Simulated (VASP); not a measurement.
# Be3CdSe4 (P1) in VASP: relaxation of cell and atoms with PBE

Aim: the relaxation of cell and atoms of Be3CdSe4 with PBE.

Everything below comes from runs of VASP 6.6.1. Logs are shortened: lines on timing, memory, paths and dates and some standing lists are left out, and cuts for length are marked.

## Step 1: The cell of the first run

The typed cell holds 8 atoms: a = 5.547 Å, b = 5.571 Å, c = 6.679 Å, α = 114.62°, β = 115.09°, γ = 87.99°.

## Step 2: Relaxation of cell and atoms, PBE

INCAR

```
  ALGO = Normal
  EDIFF = 1E-6
  EDIFFG = -0.025
  ENCUT = 600
  GGA = PE
  IBRION = 2
  ISIF = 3
  ISMEAR = 0
  LASPH = True
  LCHARG = False
  LREAL = False
  LWAVE = False
  NELM = 100
  NSW = 80
  PREC = Accurate
  SIGMA = 0.1
```

KPOINTS

```
k-points
0
Gamma
  4 4 4
```

POSCAR

```
Be3CdSe4
1.0
    5.5465956924      0.0972142406      0.0197070811
    0.0972142406      5.5701966657      0.0513442558
   -2.8025180621     -2.7831953766      5.3856875484
Be Cd Se
3 1 4
Direct
    0.4984768873      0.5104478134      1.0014778857
    0.2555928926      0.7359785051      0.5019476575
    0.7457394543      0.2370328121      0.4939082987
    0.0047630784     -0.0034477304      0.0023062515
    0.8676056470      0.4340734131      0.2791587383
    0.3998037543      0.8678102668      0.2700091213
    0.1429261145      0.1346082898      0.7297419042
    0.5850921716      0.5834966300      0.7214501429
```

Potentials or basis: VASP PAW PBE potentials, release 64 (Be, Cd, Se).

Run with:

```bash
$ cat potpaw_PBE.64/Be/POTCAR potpaw_PBE.64/Cd/POTCAR potpaw_PBE.64/Se/POTCAR > POTCAR
$ mpirun -np 1 vasp_std > vasp.out
```

OUTCAR:

```text
EDIFF = 1E-6
   EDIFFG = -0.025
   ENCUT = 600
   GGA = PE
   IBRION = 2
   ISIF = 3
   ISMEAR = 0
   LASPH = True
   LREAL = False
   NELM = 100
   NSW = 80
   PREC = Accurate

 ion  position               nearest neighbor table
   1  0.498  0.510  0.001-   5 2.28   6 2.29   8 2.30   7 2.38
   2  0.256  0.736  0.502-   8 2.21   5 2.26   7 2.35   6 2.37
   3  0.746  0.237  0.494-   7 2.32   8 2.33   6 2.33   5 2.43
   4  0.005  0.997  0.002-   6 2.48   7 2.62   5 2.69   8 2.70
   5  0.868  0.434  0.279-   2 2.26   1 2.28   3 2.43   4 2.69
   6  0.400  0.868  0.270-   1 2.29   3 2.33   2 2.37   4 2.48
   7  0.143  0.135  0.730-   3 2.32   2 2.35   1 2.38   4 2.62
   8  0.585  0.583  0.721-   2 2.21   1 2.30   3 2.33   4 2.70

  LATTYP: Found a triclinic cell.
 ALAT       =     5.5474825599
 B/A-ratio  =     1.4418385031
 C/A-ratio  =     1.1952161948
 COS(alpha) =     0.0122290121
 COS(beta)  =     0.4095914667
 COS(gamma) =     0.7179374693

  Lattice vectors:

 A1 = (   5.5465956924,   0.0972142406,   0.0197070811)
 A2 = (   5.6438099330,   5.6674109063,   0.0710513369)
 A3 = (   2.7440776303,  -2.6859811360,   5.4053946295)

Analysis of symmetry for initial positions (statically):
=====================================================================
 Subroutine PRICEL returns:
 Original cell was already a primitive cell.

 Routine SETGRP: Setting up the symmetry group for a
 triclinic supercell.

 Subroutine GETGRP returns: Found  1 space group operations
 (whereof  1 operations were pure point group operations)
 out of a pool of  2 trial point group operations.

The static configuration has the point symmetry C_1 .

Analysis of symmetry for dynamics (positions and initial velocities):
=====================================================================
 Subroutine PRICEL returns:
 Original cell was already a primitive cell.

 Routine SETGRP: Setting up the symmetry group for a
 triclinic supercell.

 Subroutine GETGRP returns: Found  1 space group operations
 (whereof  1 operations were pure point group operations)
 out of a pool of  2 trial point group operations.

The dynamic configuration has the point symmetry C_1 .

 Subroutine INISYM returns: Found  1 space group operations
 (whereof  1 operations are pure point group operations),
 and found     1 'primitive' translations

----------------------------------------------------------------------------------------

                                     Primitive cell

  volume of cell :     167.4242

  direct lattice vectors                    reciprocal lattice vectors
     5.546595692  0.097214241  0.019707081     0.180035102 -0.003986631  0.091623595
     0.097214241  5.570196666  0.051344256    -0.003454782  0.178752259  0.090577177
    -2.802518062 -2.783195377  5.385687548    -0.000625841 -0.001689540  0.184478535

  length of vectors
     5.547482560  5.571281516  6.678765931     0.202048050  0.200420883  0.184487333

  position of ions in fractional coordinates (direct lattice)
     0.498476887  0.510447813  0.001477886
     0.255592893  0.735978505  0.501947657
     0.745739454  0.237032812  0.493908299
     0.004763078  0.996552270  0.002306252
     0.867605647  0.434073413  0.279158738
     0.399803754  0.867810267  0.270009121
     0.142926114  0.134608290  0.729741904
     0.585092172  0.583496630  0.721450143

  ion indices of the primitive-cell ions
   primitive index   ion index
                 1           1
                 2           2
                 3           3
                 4           4
                 5           5
                 6           6
                 7           7
                 8           8

----------------------------------------------------------------------------------------

 KPOINTS: k-points

Automatic generation of k-mesh.
 Grid dimensions read from file:
 generate k-points for:    4    4    4

 Generating k-lattice:

  Cartesian coordinates                     Fractional coordinates (reciprocal lattice)
     0.045008776 -0.000996658  0.022905899     0.250000000  0.000000000  0.000000000
    -0.000863695  0.044688065  0.022644294     0.000000000  0.250000000  0.000000000
    -0.000156460 -0.000422385  0.046119634     0.000000000 -0.000000000  0.250000000

  Length of vectors
     0.050512012  0.050105221  0.046121833

  Shift w.r.t. Gamma in fractional coordinates (k-lattice)
     0.000000000  0.000000000  0.000000000

 Subroutine IBZKPT returns following result:
 ===========================================

 Found     36 irreducible k-points:

 Following reciprocal coordinates:
            Coordinates               Weight
  0.000000  0.000000  0.000000      1.000000
  0.250000  0.000000  0.000000      2.000000
  0.500000  0.000000  0.000000      1.000000
  0.000000  0.250000  0.000000      2.000000
  0.250000  0.250000  0.000000      2.000000
  0.500000  0.250000  0.000000      2.000000
[... 16 lines left out ...]
 -0.000000 -0.250000  0.250000      2.000000
  0.250000 -0.250000  0.250000      2.000000
 [... further k-points ...]
   k-points           NKPTS =     36   k-points in BZ     NKDIM =     36   number of bands    NBANDS=     26
   number of dos      NEDOS =    301   number of ions     NIONS =      8
   total plane-waves  NPLWV = 124416
   dimension x,y,z NGX =    48 NGY =   48 NGZ =   54
   dimension x,y,z NGXF=    96 NGYF=   96 NGZF=  108
   ions per type =               3   1   4
   NGX,Y,Z   is equivalent  to a cutoff of  14.38, 14.32, 13.44 a.u.
   NGXF,Y,Z  is equivalent  to a cutoff of  28.77, 28.65, 26.88 a.u.
 SYSTEM =  unknown system
   PREC   = accura    normal or accurate (medium, high low for compatibility)
   ISTART =      0    job   : 0-new  1-cont  2-samecut
   ICHARG =      2    charge: 1-file 2-atom 10-const
   ISPIN  =      1    spin polarized calculation?
   LNONCOLLINEAR =      F non collinear calculations
   LSORBIT =      F    spin-orbit coupling
   LASPH  =      T    aspherical Exc in radial PAW
   ENCUT  =  600.0 eV  44.10 Ry    6.64 a.u.  11.08 11.13 13.34*2*pi/ulx,y,z
   NELM   =    100;   NELMIN=  2; NELMDL= -5     # of ELM steps
   EDIFF  = 0.1E-05   stopping-criterion for ELM
   LREAL  =      F    real-space projection
   EDIFFG = -.3E-01   stopping-criterion for IOM
   NSW    =     80    number of steps for IOM
   IBRION =      2    ionic relax: 0-MD 1-quasi-New 2-CG
   NFREE  =      1    steps in history (QN), initial steepest desc. (CG)
   ISIF   =      3    stress and relaxation
   ISYM   =      2    0-nonsym 1-usesym 2-fastsym
   POTIM  = 0.5000    time-step for ionic-motion
   TEBEG  =    0.0;   TEEND  =   0.0 temperature during run
   PSTRESS=    0.0 pullay stress
   NELECT =      42.0000    total number of electrons
   NUPDOWN=      -1.0000    fix difference up-down
   EMIN   =  10.00;   EMAX   =-10.00  energy-range for DOS
   EFERMI =   0.00;   METHOD = LEGACY
   ISMEAR =     0;   SIGMA  =   0.10  broadening in eV -4-tet -1-fermi 0-gaus
   EFERMI_NEDOS =   21; number of points for ismear=-14 and -15
   IALGO  =     38    algorithm
   IMIX   =      4    mixing-type and parameters
     AMIX     =   0.40;   BMIX     =  1.00
     AMIX_MAG =   1.60;   BMIX_MAG =  1.00
  volume/ion in A,a.u.               =      20.93       141.23
  Fermi-wavevector in a.u.,A,eV,Ry     =   1.032488  1.951120 14.504248  1.066032
  Thomas-Fermi vector in A             =   2.166688
   LORBIT       =      0    0 simple, 1 ext, 2 COOP (PROOUT), +10 PAW based schemes
   GGA     = PE    functional components
   LHFCALC =     F    Hartree Fock is set to
   AEXX    =    0.0000 exact exchange contribution
   IVDW    =     0    specifies the selected vdW correction
   LEPSILON=     F    determine dielectric tensor
   LRPA    =     F    only Hartree local field effects (RPA)
 conjugate gradient relaxation of ions
 non-spin polarized calculation
 Gauss-broadening in eV      SIGMA  =   0.10
  energy-cutoff  :      600.00
  volume of cell :      167.42
 maximum number of plane-waves:      5614
 NGX is ok and might be reduce to    48
   NGX = 23   NGY = 23   NGZ = 27

--------------------------------------- Ionic step        1  -------------------------------------------

 number of electron      42.0000001 magnetization

 Free energy of the ion-electron system (eV)
  ---------------------------------------------------
  ext. energy  EPLUGINS =         0.00000000
  ---------------------------------------------------
  free energy    TOTEN  =       -31.33215679 eV

  energy without entropy =      -31.33215679  energy(sigma->0) =      -31.33215679

------------------------ aborting loop because EDIFF is reached ----------------------------------------

  FORCE on cell =-STRESS in cart. coord.  units (eV):
  Direction    XX          YY          ZZ          XY          YZ          ZX
  --------------------------------------------------------------------------------------
  -------------------------------------------------------------------------------------
  Total       -2.3249396     -2.5308933     -1.7796513     -2.1632183     -1.8835413      0.5399365
  in kB      -22.2486632    -24.2195514    -17.0304910    -20.7010604    -18.0246736      5.1669577
  external PRESSURE =     -21.1662352 kB  Pullay stress =       0.0000000 kB
[... 107 lines left out ...]
  FREE ENERGIE OF THE ION-ELECTRON SYSTEM (eV)
  ---------------------------------------------------
  free  energy   TOTEN  =       -31.5602330312 eV

  energy  without entropy=      -31.5602330312  energy(sigma->0) =      -31.56023303

[... ionic steps 4 to 9 ...]

--------------------------------------- Ionic step       10  -------------------------------------------

 number of electron      42.0000000 magnetization

------------------------ aborting loop because EDIFF is reached ----------------------------------------

  FORCE on cell =-STRESS in cart. coord.  units (eV):
  Direction    XX          YY          ZZ          XY          YZ          ZX
  --------------------------------------------------------------------------------------
  -------------------------------------------------------------------------------------
  Total       -0.0053136     -0.0101486     -0.0054320      0.0377963      0.0398083      0.0619805
  in kB       -0.0531282     -0.1014721     -0.0543125      0.3779097      0.3980271      0.6197181
  external PRESSURE =      -0.0696376 kB  Pullay stress =       0.0000000 kB
[... 69 lines left out ...]
  energy  without entropy=      -31.6096384477  energy(sigma->0) =      -31.60963845

--------------------------------------- Ionic step       12  -------------------------------------------

 number of electron      42.0000001 magnetization

 Free energy of the ion-electron system (eV)
  ---------------------------------------------------
  ext. energy  EPLUGINS =         0.00000000
  ---------------------------------------------------
  free energy    TOTEN  =       -31.61000379 eV

  energy without entropy =      -31.61000379  energy(sigma->0) =      -31.61000379

 E-fermi :   2.9237     XC(G=0):  -9.2468

 val. band max:        2.4777205108   @ k =   0.0000   0.0000   0.0000
 cond. band min:       5.0699453346   @ k =   0.0000   0.0000   0.0000
 fundamental gap:      2.5922248237
 Fermi energy:         2.9237124253

 k-point     1 :       0.0000    0.0000    0.0000
  band No.  band energies     occupation
      1     -10.8944      2.00000
      2      -9.5464      2.00000
      3      -9.5061      2.00000
      4      -9.5055      2.00000
      5      -5.1703      2.00000
      6      -5.1530      2.00000
[... 685 lines left out ...]
     25       6.6903      0.00000
     26       7.7806      0.00000

 [... further k-points ...]

------------------------ aborting loop because EDIFF is reached ----------------------------------------

  FORCE on cell =-STRESS in cart. coord.  units (eV):
  Direction    XX          YY          ZZ          XY          YZ          ZX
  --------------------------------------------------------------------------------------
  -------------------------------------------------------------------------------------
  Total        0.0178608      0.0133205      0.0125035     -0.0136530     -0.0317482     -0.0144836
  in kB        0.1786498      0.1332358      0.1250640     -0.1365616     -0.3175558     -0.1448694
  external PRESSURE =       0.1456499 kB  Pullay stress =       0.0000000 kB
[... 23 lines left out ...]
  FREE ENERGIE OF THE ION-ELECTRON SYSTEM (eV)
  ---------------------------------------------------
  free  energy   TOTEN  =       -31.6100037902 eV

  energy  without entropy=      -31.6100037902  energy(sigma->0) =      -31.61000379

 reached required accuracy - stopping structural energy minimisation
```

Run time: 18 min. Hardware: 1 thread of Intel Xeon Platinum 8488C (Sapphire Rapids), shared host; peak memory 0.49 GiB.

What came out:

| Quantity | Value |
| --- | --- |
| Free energy | -31.6100 eV |
| Relaxed volume | 20.02 Å³/atom |
| Relaxed cell | a = 5.461 Å, b = 5.461 Å, c = 6.614 Å, α = 114.35°, β = 114.40°, γ = 89.99° |
| Space group after relaxing (to 0.05 Å) | I-42m (No. 121) |
| Energy gained by relaxing | 34.7 meV/atom |
| Ionic steps | 12 |
| Pressure after relaxing | 0.0 GPa |
| Largest force after relaxing | 0.022 eV/Å |
| Band gap on the k mesh | 2.59 eV, direct |

Forces on the atoms (eV/Å):
```
Be  -0.016  0.014  0.006
Be  -0.017 -0.005  0.009
Be   0.002  0.002 -0.007
Cd   0.010 -0.019 -0.006
Se  -0.004 -0.004 -0.002
Se   0.015 -0.002  0.004
Se  -0.004  0.003  0.006
Se   0.015  0.010 -0.010
```

Step by step:
| step | energy change (eV) | largest force (eV/Å) | pressure (GPa) | volume (Å³) |
| --- | --- | --- | --- | --- |
| 1 | 0.0000 | 1.3126 | -2.12 | 167.42 |
| 2 | -0.2251 | 0.4991 | -0.10 | 160.76 |
| 3 | -0.2281 | 0.4705 | 0.25 | 159.89 |
| 4 | -0.2609 | 0.2260 | 0.15 | 159.93 |
| 5 | -0.2705 | 0.1290 | 0.10 | 159.95 |
| 6 | -0.2739 | 0.0726 | -0.04 | 160.28 |
| 7 | -0.2748 | 0.0658 | -0.16 | 160.59 |
| 8 | -0.2764 | 0.0478 | 0.05 | 160.11 |
| 9 | -0.2765 | 0.0491 | 0.11 | 159.98 |
| 10 | -0.2773 | 0.0308 | -0.01 | 160.24 |
| 11 | -0.2775 | 0.0294 | -0.10 | 160.46 |
| 12 | -0.2778 | 0.0221 | 0.01 | 160.18 |

Final structure:
```
Be Cd Se
1.0
     5.46097    0.00060   -0.00092
     0.00078    5.46104    0.00241
    -2.73152   -2.72861    5.37037
Be Cd Se
3 1 4
Direct
  0.50015 0.49941 0.99993
  0.25082 0.74983 0.49957
  0.75011 0.24978 0.50039
  0.99893 0.00121 0.00001
  0.85809 0.41683 0.27475
  0.41547 0.85785 0.27336
  0.14242 0.14150 0.72571
  0.58401 0.58359 0.72627
```

A k mesh can miss the band edges.
